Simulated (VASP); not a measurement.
Crystal: Ga.

```
CELL_PARAMETERS angstrom
1.38300 -4.02650 0.00000
1.38300 4.02650 0.00000
-0.11745 0.00000 3.32993
ATOMIC_POSITIONS crystal
Ga 0.13100 0.86900 0.75000
Ga 0.86900 0.13100 0.25000
```

```yaml
Program: VASP 6.6.1
Task: relaxation of cell and atoms
Functional: PBE
Potentials_or_basis: VASP PAW PBE potentials, release 64 (Ga_d)
Cutoff: 600 eV
k_mesh: 10 × 10 × 8
Occupations: fermi-dirac, width 0.05 eV
Spin: no spin polarisation
```

At the start: pressure 1.8 GPa; volume 18.54 Å³/atom.

Problem. Where does the relaxation end?

Solution. Over 24 steps the energy falls by 12.7 meV/atom and the volume is 19.19 Å³/atom (+3.5 %); space group C2/c (No. 15, to 0.1 Å) before, Cmcm (No. 63, to 0.1 Å).

The path:
```csv
step,energy change (eV),largest force (eV/Å),pressure (GPa),volume (Å³)
1,0.0000,0.2054,1.79,37.09
2,-0.0114,0.1163,0.14,38.21
3,-0.0124,0.0875,-0.46,38.66
4,-0.0155,0.0531,-0.28,38.51
5,-0.0185,0.0076,-0.05,38.33
6,-0.0224,0.0810,0.92,37.95
7,-0.0236,0.0905,0.31,38.06
8,-0.0239,0.0996,0.24,38.12
9,-0.0239,0.1023,0.30,38.14
10,-0.0244,0.0719,0.45,38.19
11,-0.0250,0.0178,-0.07,38.36
12,-0.0251,0.0079,0.22,38.34
13,-0.0252,0.0091,-0.01,38.33
14,-0.0252,0.0054,0.13,38.32
15,-0.0253,0.0021,0.01,38.29
16,-0.0251,0.0177,0.23,38.24
17,-0.0253,0.0069,0.18,38.29
18,-0.0253,0.0126,0.07,38.36
19,-0.0253,0.0108,0.03,38.36
20,-0.0253,0.0072,0.06,38.36
21,-0.0253,0.0003,-0.19,38.39
22,-0.0253,0.0063,-0.04,38.38
23,-0.0253,0.0035,-0.12,38.38
24,-0.0253,0.0023,-0.02,38.38
```

Final structure:
```xyz
2
Lattice="1.4490 -4.1043 0.0249 1.4490 4.1043 0.0249 -0.0633 0.0000 3.2254" Properties=species:S:1:pos:R:3 pbc="T T T"
Ga    1.4015    2.9933    2.4439
Ga    1.4331   -2.9933    0.8312
```
